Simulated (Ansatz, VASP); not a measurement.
## One calculation of Si2F, two programs

```
CELL_PARAMETERS angstrom
3.57662 0.00000 0.00000
1.78831 -7.09556 0.00000
0.00000 0.00000 -3.52855
ATOMIC_POSITIONS crystal
Si 0.75000 0.50000 0.75000
Si 0.25000 0.50000 0.25000
Si 0.43900 0.12200 0.75000
Si 0.56100 0.87800 0.25000
F 0.10400 0.79200 0.75000
F 0.89600 0.20800 0.25000
```

Alike in both runs: task single point; functional PBE; k mesh 7 × 7 × 7; occupations methfessel-paxton of order 1, width 0.029 eV; no spin polarisation.

|  | VASP | Ansatz |
| --- | --- | --- |
| version | VASP 6.6.1 | Ansatz 0.2.0 |
| potentials or method | VASP PAW PBE potentials, release 64 (Si, F), cutoff 600 eV | PAW plane waves |
| valence electrons in the cell | 30 | 30 |

|  | VASP | Ansatz | Ansatz less VASP |
| --- | --- | --- | --- |
| pressure (GPa) | 0.2 | 0.3 | +0.15 |
| rms of the force components (eV/Å) | 0.298 | 0.299 | +0.0012 |
